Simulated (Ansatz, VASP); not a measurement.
La2O3 in VASP and in Ansatz

```
La O
1.0
     6.37173    0.00000    0.00000
    -3.18586    5.51808    0.00000
     0.00000    0.00000    3.28674
La O
2 3
Direct
  0.33333 0.66667 0.50000
  0.66667 0.33333 0.50000
  0.49998 0.49998 0.00000
  0.00000 0.50002 0.00000
  0.50002 0.00000 0.00000
```

Alike in both runs: functional PBE; k mesh 6 × 6 × 8; occupations gaussian, width 0.02 eV; no spin polarisation.

Ansatz relaxed the structure, and its values are those at the end. VASP's run is a single point on that final structure, the one shown.

|  | VASP | Ansatz |
| --- | --- | --- |
| version | VASP 6.6.1 | Ansatz 0.2.0 |
| potentials or method | VASP PAW PBE potentials, release 64 (La, O), cutoff 520 eV | scalar-relativistic, plane waves, PAW |
| valence electrons in the cell | 40 | 40 |

```tsv
	VASP	Ansatz	Ansatz less VASP
gap on the k mesh at the Fermi level (eV)	1.64	1.62	-0.013
least direct gap on the mesh (eV)	2.07	2.07	-0.001
pressure (GPa)	-0.2	0.0	+0.21
```

Spin-orbit coupling is off throughout.
